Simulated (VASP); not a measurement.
Wanted: the native input for a VASP 6.6.1 run.

```yaml
Task: single point
Functional: PBE
Potentials_or_basis: VASP PAW PBE potentials, release 64 (Hg, Te)
Cutoff: 520 eV
k_mesh: 10 × 10 × 10
Occupations: gaussian, width 0.05 eV
Spin: no spin polarisation
Dipole_correction: no
Further_INCAR_settings: ALGO = Normal; EDIFF = 1e-07; NBANDS = 16
```

The structure of HgTe lies in POSCAR:

```
HgTe
1.0
    0.0000000000      3.3242171039      3.3242171039
    3.3242171039      0.0000000000      3.3242171039
    3.3242171039      3.3242171039      0.0000000000
Hg Te
1 1
Direct
    0.0000000000      0.0000000000      0.0000000000
    0.2680493626      0.2680493626      0.2319506374
```

This cell differs from its parent crystal: atom 2 (Te) moved 0.12 Å along z.

These files were run (other wordings do the same):

INCAR

```
SYSTEM = HgTe
PREC = Accurate
ENCUT = 520
EDIFF = 1E-7
ISMEAR = 0
SIGMA = 0.05
LREAL = .False.
LASPH = .True.
NELM = 60
ALGO = Normal
ISIF = 2
LWAVE = .False.
LCHARG = .False.
GGA = PE
NBANDS = 16
```

KPOINTS

```
regular mesh
0
Gamma
  10 10 10
  0 0 0
```

Potentials or basis: VASP PAW PBE potentials, release 64 (Hg, Te).

Command:

```bash
$ cat potpaw_PBE.64/Hg/POTCAR potpaw_PBE.64/Te/POTCAR > POTCAR
$ mpirun -np 1 vasp_std > vasp.out
```

Results of the run:

The pressure is 0.3 GPa and the largest force is 0.326 eV/Å.

Caveat: the cell differs from its parent crystal (atom 2 (Te) moved 0.12 Å along z).

Wall time 72 s on 1 thread of Intel(R) Xeon(R) 6975P-C (Granite Rapids), on a shared host, peak memory 0.36 GiB.
